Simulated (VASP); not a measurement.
Ni:

```
Ni
1.0
     0.00000    1.73757    1.73757
     1.73757    0.00000    1.73757
     1.73757    1.73757    0.00000
Ni
1
Direct
  0.00000 0.00000 0.00000
```

Base run:

| Property | Result |
| --- | --- |
| Program | VASP 6.6.1 |
| Functional | PBEsol |
| Potentials or basis | VASP PAW PBE potentials, release 64 (Ni_sv_GW) |
| Cutoff | 590 eV |
| k mesh | 11 × 11 × 11 |
| Occupations | fermi-dirac, width 0.05 eV |
| Spin | collinear spin, ferromagnetic start |
| Starting moments | [1.0] μB |
| Fixed moment | 1 μB |

Its results: pressure -2.8 GPa; site moments Ni +1.01 μB.

**Question.** The run is repeated on the same cell with these changes: fixed moment from 1 μB to 1.5 μB; moments at the start from [1.0] to [1.5]. What comes out?

**Answer.** Pressure 6.5 GPa; site moments Ni +1.43 μB.

Caveats: the PAW data sets were made with another functional, which shifts forces and pressure a little; the total moment is fixed, so each spin has its own Fermi level.
